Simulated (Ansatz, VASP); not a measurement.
AgCl: VASP beside Ansatz

```
CELL_PARAMETERS angstrom
0.00000 2.77315 2.77315
2.77315 0.00000 2.77315
2.77315 2.77315 0.00000
ATOMIC_POSITIONS crystal
Ag 0.49324 0.49324 0.50676
Cl 0.00000 0.00000 0.00000
```

Change from the starting cell: all Ag atoms moved +0.037 Å, as atom 1 towards its neighbour atom 2 (Cl) at 2.773 Å.

Alike in both runs: task single point; functional LDA; k mesh 8 × 8 × 8; occupations gaussian, width 0.05 eV; no spin polarisation.

|  | VASP | Ansatz |
| --- | --- | --- |
| version | VASP 6.6.1 | Ansatz 0.2.0 |
| potentials or method | VASP PAW LDA potentials, release 64 (Ag, Cl), cutoff 520 eV | scalar-relativistic, plane waves, PAW |
| valence electrons in the cell | 18 | 26 |

```csv
,VASP,Ansatz,Ansatz less VASP
gap on the k mesh at the Fermi level (eV),0.64,0.62,-0.028
least direct gap on the mesh (eV),2.87,2.84,-0.028
pressure (GPa),-5.6,-5.6,0.00
rms of the force components (eV/Å),0.013,0.012,-0.0003
```

LDA's correlation is that of Perdew and Zunger in VASP and of Perdew and Wang (1992) in Ansatz. Atom by atom the forces differ by 0.000 eV/Å (rms over components). VASP's potentials hold 18 valence electrons a cell and Ansatz's 26, so a difference there can come from the potentials and not from the codes.
